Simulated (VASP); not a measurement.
## Al: single point with PBEsol

Al:

```
Al
1.0
     0.00000    1.89900    1.89900
     1.89900    0.00000    1.89900
     1.89900    1.89900    0.00000
Al
1
Direct
  0.00000 0.00000 0.00000
```

```json
{
  "Program": "VASP 6.6.1",
  "Task": "single point",
  "Functional": "PBEsol",
  "Potentials or basis": "VASP PAW PBE potentials, release 64 (Al)",
  "Cutoff": "500 eV",
  "k mesh": "9 × 9 × 9",
  "Occupations": "fermi-dirac, width 0.1 eV",
  "Spin": "no spin polarisation"
}
```

```
Pressure               : 20.1 GPa
Band gap on the k mesh : zero (an odd number of electrons rules out a gap without spin polarisation)
```

Levels at points of the mesh, in eV from the Fermi level:
| k point | band 1 | band 2 | band 3 | band 4 |
| --- | --- | --- | --- | --- |
| (0.00, 0.00, 0.00) | -12.48 | 13.67 | 13.67 | 13.67 |

Run time: 1.8 s on 1 thread of Intel(R) Xeon(R) 6975P-C (Granite Rapids), on a shared host, peak memory 0.11 GiB.

Caveat: the cell stands under pressure; the PAW data sets were made with another functional, which shifts forces and pressure a little.
